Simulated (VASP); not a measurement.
Runs of VASP 6.6.1 on BaTe. The structure is that of space group P6_3/mmc (No. 194), or close to it. The cells are those of the table. 

| task | level | potentials or basis | cutoff (eV) | smearing | gap on the mesh (eV) | pressure (GPa) |
| --- | --- | --- | --- | --- | --- | --- |
| single point | r2SCAN | VASP PAW PBE potentials, release 64 (Ba_sv, Te) | 550 | fermi-dirac 0.02 eV | 2.24 | 0.2 |
| single point | r2SCAN | VASP PAW PBE potentials, release 64 (Ba_sv, Te) | 550 | gaussian 0.01 eV | 2.24 | 0.2 |
| single point | LDA | VASP PAW LDA potentials, release 64 (Ba_sv, Te) | 500 | gaussian 0.01 eV | 1.75 | (a) |
| single point | PBE | VASP PAW PBE potentials, release 64 (Ba_sv, Te) | 500 | fermi-dirac 0.02 eV | 1.89 | 0.2 |
| dielectric tensor | PBE | VASP PAW PBE potentials, release 64 (Ba_sv, Te) | 400 | gaussian 0.01 eV | 1.89 | - |

Alike in all rows: no spin polarisation; cell a = 5.974, b = 5.974, c = 7.002 Å, angles 90.0, 90.0, 120.0°, 4 atoms; k mesh 6 × 6 × 4.

Question: Estimate the missing entries.

Answer: (a) -1.6.

Caveats: spin-orbit coupling is left out, which moves the levels of the heavy elements; the PAW data sets were made with another functional, which shifts forces and pressure a little (at least some runs).

A k mesh can miss the band edges, and the runs leave out spin-orbit coupling on Ba, Te.
